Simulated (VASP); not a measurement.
Wanted: the native input for a VASP 6.6.1 run.

```
Task                   : relaxation of cell and atoms
Functional             : RPBE
Potentials or basis    : VASP PAW PBE potentials, release 64 (Sn_d, Al)
Cutoff                 : 600 eV
k mesh                 : 7 × 7 × 8
Occupations            : fermi-dirac, width 0.05 eV
Spin                   : no spin polarisation
Dipole correction      : no
Further INCAR settings : ALGO = Fast; EDIFF = 1e-06; IBRION = 2; EDIFFG = -0.01; NSW = 60; ISIF = 3
```

The structure of AlSn lies in POSCAR:

```
AlSn
1.0
    4.1981056157      0.0000000000      0.0000000000
   -2.0990528078      3.6356661109      0.0000000000
    0.0000000000      0.0000000000      3.3068470000
Sn Al
1 1
Direct
    0.3333333333      0.6666666667      0.5000000000
    0.0000000000      0.0000000000      0.0000000000
```

The input as run:

INCAR

```
SYSTEM = AlSn
ALGO     = Fast           ! electronic algorithm
EDIFF    = 1E-6           ! SCF threshold, eV
EDIFFG   = -0.01          ! ionic threshold
ENCUT    = 600            ! plane-wave cutoff, eV
GGA      = RP             ! functional
IBRION   = 2              ! ionic algorithm
ISIF     = 3              ! what is computed and relaxed
ISMEAR   = -1             ! smearing method
LASPH    = .TRUE.         ! aspherical terms in the spheres
LCHARG   = .FALSE.        ! write CHGCAR
LREAL    = .FALSE.        ! projectors in reciprocal space
LWAVE    = .FALSE.        ! write WAVECAR
NELM     = 100            ! most SCF steps
NSW      = 60             ! ionic steps
PREC     = Accurate       ! precision mode
SIGMA    = 0.05           ! smearing width, eV
```

KPOINTS

```
k-points
0
G
  7 7 8
  0 0 0
```

Potentials or basis: VASP PAW PBE potentials, release 64 (Sn_d, Al).

Launch:

```sh
$ cat potpaw_PBE.64/Sn_d/POTCAR potpaw_PBE.64/Al/POTCAR > POTCAR
$ mpirun -np 1 vasp_std > vasp.out
```

Results of the run:

| Item | Value |
| --- | --- |
| Relaxed volume | 25.95 Å³/atom |
| Relaxed cell | a = 4.238 Å, b = 4.238 Å, c = 3.337 Å, α = 90.00°, β = 90.00°, γ = 120.00° |
| Space group after relaxing (to 0.05 Å) | P-6m2 (No. 187) |
| Energy gained by relaxing | 3.1 meV/atom |
| Ionic steps | 8 |
| Pressure after relaxing | 0.0 GPa |

Caveat: the PAW data sets were made with another functional, which shifts forces and pressure a little.

It took 2.3 min on 1 thread of AMD EPYC 7R13 Processor (Zen 3), with other jobs on the host, peak memory 0.18 GiB.
